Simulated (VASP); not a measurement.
**NaH: single point with r2SCAN**

The system is NaH.

```xyz
2
Lattice="0.0000 2.4394 2.4394 2.4394 0.0000 2.4394 2.4394 2.4394 0.0000" Properties=species:S:1:pos:R:3 pbc="T T T"
Na    0.0000    0.0000    0.0000
H     2.4394    2.4394    2.4394
```

```json
{"Program": "VASP 6.6.1", "Task": "single point", "Functional": "r2SCAN", "Potentials or basis": "VASP PAW PBE potentials, release 64 (Na_pv, H)", "Cutoff": "520 eV", "k mesh": "9 × 9 × 9", "Occupations": "methfessel-paxton, width 0.0181 eV", "Spin": "no spin polarisation", "Dipole correction": "no", "Further INCAR settings": "ALGO = Normal; EDIFF = 1e-07; NBANDS = 11"}
```

The pressure is -1.3 GPa. The band gap on the k mesh is 4.61 eV, indirect (least direct gap 5.29 eV).

Levels at points of the mesh, in eV from the valence-band top:
```tsv
k point	band 2	band 3	band 4	band 5	band 6	band 7
(0.00, 0.00, 0.00)	-22.89	-22.89	-3.41	11.24	16.19	16.19
```

It took 86 s on 1 thread of AMD EPYC 7R13 Processor (Zen 3), on a shared host, peak memory 0.12 GiB.

Caveat: the PAW data sets were made with another functional, which shifts forces and pressure a little. A k mesh can miss the band edges.
